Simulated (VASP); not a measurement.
Here is a VASP 6.6.1 calculation.

The input INCAR:

```
SYSTEM = Si3N4
  ALGO = Normal
  EDIFF = 1E-6
  ENCUT = 520
  GGA = PE
  ISIF = 2
  ISMEAR = -1
  LASPH = .TRUE.
  LCHARG = .FALSE.
  LREAL = .FALSE.
  LWAVE = .FALSE.
  NBANDS = 45
  NELM = 100
  PREC = Accurate
  SIGMA = 0.02
```

KPOINTS

```
k-points
0
G
  4 4 10
  0 0 0
```

File POSCAR:

```
Si3N4
1.0
    7.5950000000      0.0000000000      0.0000000000
   -3.7975000000      6.5774629417      0.0000000000
    0.0000000000      0.0000000000      2.8732770000
Si N
6 8
Direct
    0.7665273718      0.1731672892      0.3256308091
    0.5933600826      0.7665273718      0.8256308091
    0.8268327108      0.5933600826      0.3256308091
    0.2334726282      0.8268327108      0.8256308091
    0.4066399174      0.2334726282      0.3256308091
    0.1731672892      0.4066399174      0.8256308091
    0.0280855863      0.3294542290      0.3256320268
    0.6986313572      0.0280855863      0.8256320268
    0.6705457710      0.6986313572      0.3256320268
    0.9719144137      0.6705457710      0.8256320268
    0.3013686428      0.9719144137      0.3256320268
    0.3294542290      0.3013686428      0.8256320268
    0.3333333333      0.6666666667     -0.1743885078
    0.6666666667      0.3333333333      0.3256114922
```

Potentials or basis: VASP PAW PBE potentials, release 64 (Si, N).

Run with:

```sh
$ cat potpaw_PBE.64/Si/POTCAR potpaw_PBE.64/N/POTCAR > POTCAR
$ mpirun -np 1 vasp_std > vasp.out
```

Problem. Estimate the pressure.

Solution. 8.9 GPa.

Problem. What does it give for the band gap on the k mesh?

Solution. 4.56 eV (least direct gap 4.68 eV).

Problem. Estimate the largest force.

Solution. 0.020 eV/Å.

Forces on the atoms (eV/Å):
```
Si   0.007  0.018  0.000
Si  -0.012  0.016  0.000
Si  -0.020 -0.003  0.000
Si  -0.007 -0.018  0.000
Si   0.012 -0.016  0.000
Si   0.020  0.003  0.000
N   -0.010 -0.004  0.000
N   -0.001 -0.011  0.000
N    0.009 -0.006  0.000
N    0.010  0.004  0.000
N    0.001  0.011  0.000
N   -0.009  0.006  0.000
N    0.000  0.000  0.000
N    0.000  0.000  0.000
```

Caveat: the cell differs from its parent crystal (z stretched by -1 %, then relaxed in part); the cell stands under pressure. A k mesh can miss the band edges.
